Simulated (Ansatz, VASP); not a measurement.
## SrO in VASP and in Ansatz

```
CELL_PARAMETERS angstrom
0.00000 2.57989 2.57989
2.57989 0.00000 2.57989
2.57989 2.57989 0.00000
ATOMIC_POSITIONS crystal
Sr 0.50000 0.50000 0.50000
O 0.00000 0.00000 0.00000
```

Alike in both runs: task single point; functional PBEsol; k mesh 5 × 5 × 5; no spin polarisation.

|  | VASP | Ansatz |
| --- | --- | --- |
| version | VASP 6.6.1 | Ansatz 0.2.0 |
| potentials or method | VASP PAW PBE potentials, release 64 (Sr_sv, O) | plane waves |
| plane-wave cutoff (eV) | 520 | 420 |
| occupations | gaussian, width 0.01 eV | fixed |
| valence electrons in the cell | 16 | 16 |

Ansatz gave:

| Quantity | Value |
| --- | --- |
| gap on the k mesh at the Fermi level (eV) | 3.39 |
| pressure (GPa) | -1.9 |

Task: Estimate VASP's values.

Result: gap on the k mesh at the Fermi level (eV): 3.35; pressure (GPa): -1.4.

VASP's potentials were made for PBE, not for PBEsol.

The k mesh is coarse, so the values compare programs but aren't converged.
